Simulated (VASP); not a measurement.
A run of VASP 6.6.1 is set up as follows.

File POSCAR:

```
Sb
1.0
   -1.8713408863      1.8713408863      1.8713408863
    1.8713408863     -1.8713408863      1.8713408863
    1.8713408863      1.8713408863     -1.8713408863
Sb
1
Direct
    0.0000000000      0.0000000000      0.0000000000
```

INCAR.step1

```
PREC = Accurate
ENCUT = 500
EDIFF = 1E-5
ISMEAR = -1
SIGMA = 0.05
LREAL = F
LASPH = T
NELM = 120
ALGO = Normal
LWAVE = T
LCHARG = F
GGA = PE
NBANDS = 14
GGA_COMPAT = F
IBRION = 2
ISIF = 3
EDIFFG = -0.005
NELMIN = 4
NSW = 100
```

The input INCAR.step2:

```
PREC = Accurate
ENCUT = 500
EDIFF = 1E-7
ISMEAR = -1
SIGMA = 0.05
LREAL = F
LASPH = T
NELM = 120
ALGO = Normal
ISIF = 3
LWAVE = F
LCHARG = F
GGA = PS
LHFCALC = T
AEXX = 0.25
PRECFOCK = Normal
IBRION = 2
NSW = 60
EDIFFG = -0.01
ISTART = 1
GGA_COMPAT = F
NELMIN = 4
```

KPOINTS

```
regular mesh
0
Gamma
  5 5 5
```

Potentials or basis: VASP PAW PBE potentials, release 64 (Sb_d_GW).

Command:

```bash
$ cat potpaw_PBE.64/Sb_d_GW/POTCAR > POTCAR
$ cp INCAR.step1 INCAR
$ mpirun -np 1 vasp_std > vasp.out
$ cp INCAR.step2 INCAR
$ mpirun -np 1 vasp_std > vasp.out
```

Question: Estimate the relaxed cell.

Answer: a = 3.181 Å, b = 3.181 Å, c = 3.181 Å, α = 109.47°, β = 109.47°, γ = 109.47°.

Question: What does it give for the relaxed volume?

Answer: 24.78 Å³/atom.

Final structure:
```
CELL_PARAMETERS angstrom
-1.83670 1.83670 1.83670
1.83670 -1.83670 1.83670
1.83670 1.83670 -1.83670
ATOMIC_POSITIONS crystal
Sb 0.00000 0.00000 0.00000
```

Caveat: the k points lie up to 0.48 Å⁻¹ apart in the final cell, too coarse for converged energies and pressures of a metal; the PAW data sets were made with another functional, which shifts forces and pressure a little; an odd number of electrons without spin polarisation forces a metal; a magnetic or distorted state may lie lower.
